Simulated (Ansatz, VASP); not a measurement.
# One calculation of Sn, two programs

```
Sn
1.0
     3.20809    0.00000    0.00000
    -1.60405    2.77829    0.00000
     0.00000    0.00000   10.60700
Sn
4
Direct
  0.00000 0.00000 0.00000
  0.00000 0.00000 0.50000
  0.33333 0.66667 0.25000
  0.66667 0.33333 0.75000
```

Alike in both runs: task single point; functional LDA; k mesh 12 × 12 × 4; occupations fermi-dirac, width 0.1 eV; no spin polarisation.

```csv
,VASP,Ansatz
version,VASP 6.6.1,Ansatz 0.2.0
potentials or method,"VASP PAW LDA potentials, release 64 (Sn_d), cutoff 520 eV","plane waves (420 eV) with PAW, scalar-relativistic"
valence electrons in the cell,56,56
```

VASP gave:

- pressure (GPa): 6.3
- traceless stress, the component that is largest in VASP (GPa): -0.33

**Question.** What did Ansatz give for the same quantities?

**Answer.** Pressure (GPa): 6.1; traceless stress, the component that is largest in VASP (GPa): -0.33.

Ansatz warns that its potentials were made for another functional, while VASP's fit it. LDA's correlation is that of Perdew and Zunger in VASP and of Perdew and Wang (1992) in Ansatz.
